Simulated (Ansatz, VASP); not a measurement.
Hf2SnTe6: VASP beside Ansatz

```
CELL_PARAMETERS angstrom
7.06733 0.00000 0.00000
-3.53367 6.12049 0.00000
0.00000 0.00000 6.93772
ATOMIC_POSITIONS crystal
Hf 0.66667 0.33333 0.00000
Hf 0.33333 0.66667 0.00000
Sn 0.00000 0.00000 0.00000
Te 0.64743 0.64743 0.25557
Te 0.35257 0.00000 0.25557
Te 0.00000 0.35257 0.25557
Te 0.00000 0.64743 0.74443
Te 0.64743 0.00000 0.74443
Te 0.35257 0.35257 0.74443
```

Alike in both runs: functional PBE; k mesh 6 × 6 × 6; occupations gaussian, width 0.1 eV; no spin polarisation.

Ansatz relaxed the structure, and its values are those at the end. VASP's run is a single point on that final structure, the one shown.

|  | VASP | Ansatz |
| --- | --- | --- |
| version | VASP 6.6.1 | Ansatz 0.2.0 |
| potentials or method | VASP PAW PBE potentials, release 64 (Hf_pv, Sn_d, Te), cutoff 520 eV | scalar-relativistic, plane waves, PAW |
| valence electrons in the cell | 70 | 162 |

```tsv
	VASP	Ansatz	Ansatz less VASP
gap on the k mesh at the Fermi level (eV)	none	none	-
pressure (GPa)	-0.1	0.0	+0.12
rms of the force components (eV/Å)	0.010	0.001	-0.0097
```

A gap of «none» marks a metal or a gap that the smearing closes. VASP's potentials hold 70 valence electrons a cell and Ansatz's 162, so a difference there can come from the potentials and not from the codes.

Neither program's run includes spin-orbit coupling.
